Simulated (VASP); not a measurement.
# BeNiTe6 (R-3) in VASP: relaxation of cell and atoms with PBE

Aim: the relaxation of cell and atoms of BeNiTe6 with PBE.

All numbers are computed with VASP 6.6.1; they aren't measurements. Logs are shortened: lines on timing, memory, paths and dates and some standing lists are left out, and cuts for length are marked.

### 1 The cell of the first run

Symmetry: R-3, No. 148, trigonal system. Conventional cell: a = 6.528 Å, b = 6.528 Å, c = 17.541 Å, α = 90.00°, β = 90.00°, γ = 120.00°. Be (site symmetry -3) has 6 Te at 2.65 Å within 3.5 Å. Ni (site symmetry -3) has 6 Te at 2.46 Å within 3.3 Å. Within 3.3 Å of Te (site symmetry 1) lie 1 Ni at 2.46 Å and 1 Be at 2.65 Å.

### 2 Relaxation of cell and atoms, PBE

The input, INCAR:

```
SYSTEM = BeNiTe6
  PREC = Accurate
  ENCUT = 600
  EDIFF = 1E-7
  ISMEAR = -1
  SIGMA = 0.1
  LREAL = .FALSE.
  LASPH = .TRUE.
  NELM = 100
  ALGO = Normal
  ISIF = 3
  LWAVE = .FALSE.
  LCHARG = .FALSE.
  GGA = PE
  IBRION = 2
  NSW = 60
  EDIFFG = -0.01
```

The input, KPOINTS:

```
Automatic mesh
0
G
  5 5 5
  0 0 0
```

The input, POSCAR:

```
BeNiTe6
1.0
    3.2638820000      5.6532070000      0.0000000000
   -3.2638820000      5.6532070000      0.0000000000
    0.0000000000     -3.7688000000      5.8470100000
Be Ni Te
1 1 6
Direct
    0.5000000000      0.5000000000      0.5000000000
    0.0000000000      0.0000000000      0.0000000000
    0.2390000000      0.6190000000      0.7600000000
    0.9020000000      0.2390000000      0.7600000000
    0.6190000000      0.9020000000      0.7600000000
    0.7610000000      0.3810000000      0.2400000000
    0.0980000000      0.7610000000      0.2400000000
    0.3810000000      0.0980000000      0.2400000000
```

Potentials or basis: VASP PAW PBE potentials, release 64 (Be, Ni, Te).

Launch:

```
> cat potpaw_PBE.64/Be/POTCAR potpaw_PBE.64/Ni/POTCAR potpaw_PBE.64/Te/POTCAR > POTCAR
> mpirun -np 1 vasp_std > vasp.out
```

OUTCAR:

```text
SYSTEM = BeNiTe6
   PREC = Accurate
   ENCUT = 600
   EDIFF = 1E-7
   ISMEAR = -1
   LREAL = .FALSE.
   LASPH = .TRUE.
   NELM = 100
   ISIF = 3
   GGA = PE
   IBRION = 2
   NSW = 60
   EDIFFG = -0.01

 ion  position               nearest neighbor table
   1  0.500  0.500  0.500-   3 2.65   6 2.65   4 2.65   7 2.65   5 2.65   8 2.65
   2  0.000  0.000  0.000-   4 2.46   7 2.46   6 2.46   3 2.46   5 2.46   8 2.46
   3  0.239  0.619  0.760-   2 2.46   1 2.65   7 3.46   8 3.46   5 3.51   4 3.51
   4  0.902  0.239  0.760-   2 2.46   1 2.65   6 3.46   8 3.46   5 3.51   3 3.51
   5  0.619  0.902  0.760-   2 2.46   1 2.65   7 3.46   6 3.46   4 3.51   3 3.51
   6  0.761  0.381  0.240-   2 2.46   1 2.65   4 3.46   5 3.46   8 3.51   7 3.51
   7  0.098  0.761  0.240-   2 2.46   1 2.65   3 3.46   5 3.46   8 3.51   6 3.51
   8  0.381  0.098  0.240-   2 2.46   1 2.65   4 3.46   3 3.46   7 3.51   6 3.51

  LATTYP: Found a trigonal (rhomboedric) cell.
 ALAT       =     6.9563957185
 COS(alpha) =     0.5597186030

  Lattice vectors:

 A1 = (   3.2638820000,   1.8844070000,   5.8470100000)
 A2 = (  -3.2638820000,   1.8844070000,   5.8470100000)
 A3 = (   0.0000000000,  -3.7688000000,   5.8470100000)

Analysis of symmetry for initial positions (statically):
=====================================================================
 Subroutine PRICEL returns:
 Original cell was already a primitive cell.

 Routine SETGRP: Setting up the symmetry group for a
 trigonal (rhombohedral) supercell.

 Subroutine GETGRP returns: Found  6 space group operations
 (whereof  6 operations were pure point group operations)
 out of a pool of 12 trial point group operations.

The static configuration has the point symmetry S_6 .

Analysis of symmetry for dynamics (positions and initial velocities):
=====================================================================
 Subroutine PRICEL returns:
 Original cell was already a primitive cell.

 Routine SETGRP: Setting up the symmetry group for a
 trigonal (rhombohedral) supercell.

 Subroutine GETGRP returns: Found  6 space group operations
 (whereof  6 operations were pure point group operations)
 out of a pool of 12 trial point group operations.

The dynamic configuration has the point symmetry S_6 .

 Subroutine INISYM returns: Found  6 space group operations
 (whereof  6 operations are pure point group operations),
 and found     1 'primitive' translations

----------------------------------------------------------------------------------------

                                     Primitive cell

  volume of cell :     215.7710

  direct lattice vectors                    reciprocal lattice vectors
     3.263882000  5.653207000  0.000000000     0.153191813  0.088445373  0.057009124
    -3.263882000  5.653207000  0.000000000    -0.153191813  0.088445373  0.057009124
     0.000000000 -3.768800000  5.847010000     0.000000000  0.000000000  0.171027585

  length of vectors
     6.527761875  6.527761875  6.956391261     0.185850358  0.185850358  0.171027585

  position of ions in fractional coordinates (direct lattice)
     0.500000000  0.500000000  0.500000000
     0.000000000  0.000000000  0.000000000
     0.239000000  0.619000000  0.760000000
     0.902000000  0.239000000  0.760000000
     0.619000000  0.902000000  0.760000000
     0.761000000  0.381000000  0.240000000
     0.098000000  0.761000000  0.240000000
     0.381000000  0.098000000  0.240000000

  ion indices of the primitive-cell ions
   primitive index   ion index
                 1           1
                 2           2
                 3           3
                 4           4
                 5           5
                 6           6
                 7           7
                 8           8

----------------------------------------------------------------------------------------

 KPOINTS: Automatic mesh

Automatic generation of k-mesh.
 Grid dimensions read from file:
 generate k-points for:    5    5    5

 Generating k-lattice:

  Cartesian coordinates                     Fractional coordinates (reciprocal lattice)
     0.030638363  0.017689075  0.011401825     0.200000000 -0.000000000  0.000000000
    -0.030638363  0.017689075  0.011401825    -0.000000000  0.200000000  0.000000000
     0.000000000  0.000000000  0.034205517     0.000000000  0.000000000  0.200000000

  Length of vectors
     0.037170072  0.037170072  0.034205517

  Shift w.r.t. Gamma in fractional coordinates (k-lattice)
     0.000000000  0.000000000  0.000000000

 Subroutine IBZKPT returns following result:
 ===========================================

 Found     23 irreducible k-points:

 Following reciprocal coordinates:
            Coordinates               Weight
  0.000000  0.000000  0.000000      1.000000
  0.200000  0.000000  0.000000      6.000000
  0.400000  0.000000  0.000000      6.000000
  0.200000  0.200000  0.000000      6.000000
  0.400000  0.200000  0.000000      6.000000
 -0.200000  0.200000 -0.200000      6.000000
[... 15 lines left out ...]
  0.000000  0.000000  0.400000      2.000000
  0.200000  0.000000  0.400000      6.000000
   k-points           NKPTS =     23   k-points in BZ     NKDIM =     23   number of bands    NBANDS=     29
   number of dos      NEDOS =    301   number of ions     NIONS =      8
   total plane-waves  NPLWV = 163296
   dimension x,y,z NGX =    54 NGY =   54 NGZ =   56
   dimension x,y,z NGXF=   108 NGYF=  108 NGZF=  112
   ions per type =               1   1   6
   NGX,Y,Z   is equivalent  to a cutoff of  13.75, 13.75, 13.38 a.u.
   NGXF,Y,Z  is equivalent  to a cutoff of  27.50, 27.50, 26.77 a.u.
 SYSTEM =  BeNiTe6
   PREC   = accura    normal or accurate (medium, high low for compatibility)
   ISTART =      0    job   : 0-new  1-cont  2-samecut
   ICHARG =      2    charge: 1-file 2-atom 10-const
   ISPIN  =      1    spin polarized calculation?
   LNONCOLLINEAR =      F non collinear calculations
   LSORBIT =      F    spin-orbit coupling
   LASPH  =      T    aspherical Exc in radial PAW
   ENCUT  =  600.0 eV  44.10 Ry    6.64 a.u.  13.04 13.04 13.89*2*pi/ulx,y,z
   NELM   =    100;   NELMIN=  2; NELMDL= -5     # of ELM steps
   EDIFF  = 0.1E-06   stopping-criterion for ELM
   LREAL  =      F    real-space projection
   EDIFFG = -.1E-01   stopping-criterion for IOM
   NSW    =     60    number of steps for IOM
   IBRION =      2    ionic relax: 0-MD 1-quasi-New 2-CG
   NFREE  =      1    steps in history (QN), initial steepest desc. (CG)
   ISIF   =      3    stress and relaxation
   ISYM   =      2    0-nonsym 1-usesym 2-fastsym
   POTIM  = 0.5000    time-step for ionic-motion
   TEBEG  =    0.0;   TEEND  =   0.0 temperature during run
   PSTRESS=    0.0 pullay stress
   NELECT =      48.0000    total number of electrons
   NUPDOWN=      -1.0000    fix difference up-down
   EMIN   =  10.00;   EMAX   =-10.00  energy-range for DOS
   EFERMI =   0.00;   METHOD = LEGACY
   ISMEAR =    -1;   SIGMA  =   0.10  broadening in eV -4-tet -1-fermi 0-gaus
   EFERMI_NEDOS =   21; number of points for ismear=-14 and -15
   IALGO  =     38    algorithm
   IMIX   =      4    mixing-type and parameters
     AMIX     =   0.40;   BMIX     =  1.00
     AMIX_MAG =   1.60;   BMIX_MAG =  1.00
  volume/ion in A,a.u.               =      26.97       182.01
  Fermi-wavevector in a.u.,A,eV,Ry     =   0.991952  1.874518 13.387720  0.983970
  Thomas-Fermi vector in A             =   2.123730
   LORBIT       =      0    0 simple, 1 ext, 2 COOP (PROOUT), +10 PAW based schemes
   GGA     = PE    functional components
   LHFCALC =     F    Hartree Fock is set to
   AEXX    =    0.0000 exact exchange contribution
   IVDW    =     0    specifies the selected vdW correction
   LEPSILON=     F    determine dielectric tensor
   LRPA    =     F    only Hartree local field effects (RPA)
 conjugate gradient relaxation of ions
 non-spin polarized calculation
  energy-cutoff  :      600.00
  volume of cell :      215.77
 maximum number of plane-waves:      7219
 NGX is ok and might be reduce to    54
   NGX = 27   NGY = 27   NGZ = 27

--------------------------------------- Ionic step        1  -------------------------------------------

 number of electron      47.9999994 magnetization

 Free energy of the ion-electron system (eV)
  ---------------------------------------------------
  ext. energy  EPLUGINS =         0.00000000
  ---------------------------------------------------
  free energy    TOTEN  =       -26.23453765 eV

  energy without entropy =      -25.99534682  energy(sigma->0) =      -26.11494224

------------------------ aborting loop because EDIFF is reached ----------------------------------------

  FORCE on cell =-STRESS in cart. coord.  units (eV):
  Direction    XX          YY          ZZ          XY          YZ          ZX
  --------------------------------------------------------------------------------------
  -------------------------------------------------------------------------------------
  Total        2.2410427      2.2410408     -1.1698693     -0.0000000     -0.0000009      0.0000000
  in kB       16.6405451     16.6405307     -8.6866988     -0.0000001     -0.0000069      0.0000000
  external PRESSURE =       8.1981256 kB  Pullay stress =       0.0000000 kB
[... 107 lines left out ...]
  FREE ENERGIE OF THE ION-ELECTRON SYSTEM (eV)
  ---------------------------------------------------
  free  energy   TOTEN  =       -26.8184313607 eV

  energy  without entropy=      -26.5968279456  energy(sigma->0) =      -26.70762965

 E-fermi :   7.3626     XC(G=0):  -9.9950

 val. band max:        7.3572981184   @ k =  -0.4000   0.2000  -0.4000
 cond. band min:       7.3666622634   @ k =   0.4000   0.4000   0.2000
 fundamental gap:      0.0093641449
 Fermi energy:         7.3626277022

 k-point     1 :       0.0000    0.0000    0.0000
  band No.  band energies     occupation
      1      -6.2045      2.00000
      2      -3.5534      2.00000
      3      -3.5534      2.00000
      4      -3.5068      2.00000
      5      -3.5068      2.00000
      6      -2.4940      2.00000
[... 725 lines left out ...]
     28       8.0759      0.00160
     29       8.2767      0.00021

[... ionic steps 4 to 21 ...]

--------------------------------------- Ionic step       22  -------------------------------------------

 number of electron      47.9999999 magnetization

------------------------ aborting loop because EDIFF is reached ----------------------------------------

  FORCE on cell =-STRESS in cart. coord.  units (eV):
  Direction    XX          YY          ZZ          XY          YZ          ZX
  --------------------------------------------------------------------------------------
  -------------------------------------------------------------------------------------
  Total        0.0294166      0.0294166      0.1018771      0.0000002      0.0000001      0.0000000
  in kB        0.2398049      0.2398046      0.8305052      0.0000017      0.0000007      0.0000000
  external PRESSURE =       0.4367049 kB  Pullay stress =       0.0000000 kB
[... 69 lines left out ...]
  energy  without entropy=      -27.6092364098  energy(sigma->0) =      -27.69244880

--------------------------------------- Ionic step       24  -------------------------------------------

 number of electron      47.9999999 magnetization

 Free energy of the ion-electron system (eV)
  ---------------------------------------------------
  ext. energy  EPLUGINS =         0.00000000
  ---------------------------------------------------
  free energy    TOTEN  =       -27.77574549 eV

  energy without entropy =      -27.60949848  energy(sigma->0) =      -27.69262198

 E-fermi :   7.5451     XC(G=0): -10.0605

 val. band max:        7.5437741220   @ k =   0.0000   0.0000   0.0000
 cond. band min:       7.5502090699   @ k =   0.4000   0.2000   0.2000
 fundamental gap:      0.0064349479
 Fermi energy:         7.5450685400

 k-point     1 :       0.0000    0.0000    0.0000
  band No.  band energies     occupation
      1      -6.0972      2.00000
      2      -3.3902      2.00000
      3      -3.3902      2.00000
      4      -3.2490      2.00000
      5      -3.2490      2.00000
      6      -2.6096      2.00000
[... 760 lines left out ...]
  FREE ENERGIE OF THE ION-ELECTRON SYSTEM (eV)
  ---------------------------------------------------
  free  energy   TOTEN  =       -27.7757454936 eV

  energy  without entropy=      -27.6094984760  energy(sigma->0) =      -27.69262198

 reached required accuracy - stopping structural energy minimisation
```

Run time: 64 min. Hardware: 1 thread of Intel Xeon Platinum 8488C (Sapphire Rapids), shared host; peak memory 0.5 GiB.

Results:

```
Free energy                           : -27.7757 eV
Relaxed volume                        : 24.56 Å³/atom
Relaxed cell                          : a = 6.623 Å, b = 6.623 Å, c = 6.433 Å, α = 120.98°, β = 120.98°, γ = 60.00°
Space group after relaxing (to 0.1 Å) : R-3 (No. 148)
Energy gained by relaxing             : 192.7 meV/atom
Ionic steps                           : 24
Pressure after relaxing               : 0.0 GPa
Largest force after relaxing          : 0.008 eV/Å
Band gap on the k mesh                : zero (bands 24 and 25 overlap by 0.69 eV)
```

Forces in eV/Å, atoms in the order of the input:
```
Be   0.000  0.000  0.000
Ni   0.000  0.000  0.000
Te   0.007  0.003 -0.003
Te  -0.006  0.005 -0.003
Te  -0.001 -0.008 -0.003
Te  -0.007 -0.003  0.003
Te   0.006 -0.005  0.003
Te   0.001  0.008  0.003
```

Step by step:
| step | energy change (eV) | largest force (eV/Å) | pressure (GPa) | volume (Å³) |
| --- | --- | --- | --- | --- |
| 1 | 0.0000 | 1.3461 | 0.82 | 215.77 |
| 2 | -0.4296 | 0.7167 | -1.98 | 220.08 |
| 3 | -0.5839 | 0.3428 | -4.17 | 225.00 |
| 4 | -0.8708 | 0.4439 | -3.25 | 217.21 |
| 5 | -1.1154 | 0.7130 | -1.24 | 205.96 |
| 6 | -1.1321 | 0.8568 | -0.23 | 201.86 |
| 7 | -1.2589 | 0.7244 | 0.12 | 199.78 |
| 8 | -1.4570 | 0.2953 | 1.73 | 193.50 |
| 9 | -1.4587 | 0.2355 | 2.05 | 192.58 |
| 10 | -1.5122 | 0.0622 | -0.54 | 199.98 |
| 11 | -1.5137 | 0.0774 | -0.20 | 198.90 |
| 12 | -1.5216 | 0.0655 | -0.12 | 198.57 |
| 13 | -1.5335 | 0.1004 | 0.11 | 197.56 |
| 14 | -1.5338 | 0.1147 | 0.16 | 197.36 |
| 15 | -1.5379 | 0.0456 | -0.27 | 198.22 |
| 16 | -1.5379 | 0.0383 | -0.32 | 198.32 |
| 17 | -1.5403 | 0.0311 | 0.06 | 196.60 |
| 18 | -1.5403 | 0.0273 | 0.01 | 196.85 |
| 19 | -1.5407 | 0.0206 | 0.00 | 196.82 |
| 20 | -1.5409 | 0.0134 | -0.02 | 196.74 |
| 21 | -1.5409 | 0.0128 | -0.02 | 196.75 |
| 22 | -1.5411 | 0.0098 | 0.04 | 196.54 |
| 23 | -1.5411 | 0.0108 | 0.07 | 196.42 |
| 24 | -1.5412 | 0.0085 | 0.04 | 196.51 |

Final structure:
```yaml
crystal:
  lattice:
    - [3.31138, 5.73548, 0.00000]
    - [-3.31138, 5.73548, 0.00000]
    - [0.00000, -3.82365, 5.17346]
  atoms:
    - { symbol: Be, position: [0.50000, 0.50000, 0.50000] }
    - { symbol: Ni, position: [0.00000, 0.00000, 0.00000] }
    - { symbol: Te, position: [0.24370, 0.56612, 0.74923] }
    - { symbol: Te, position: [0.93941, 0.24370, 0.74923] }
    - { symbol: Te, position: [0.56612, 0.93941, 0.74923] }
    - { symbol: Te, position: [0.75630, 0.43388, 0.25077] }
    - { symbol: Te, position: [0.06059, 0.75630, 0.25077] }
    - { symbol: Te, position: [0.43388, 0.06059, 0.25077] }
```

Caveat: spin-orbit coupling is left out, which moves the levels of the heavy elements. Spin polarisation is off, so any magnetic state and its effect on volume and gap are missing.
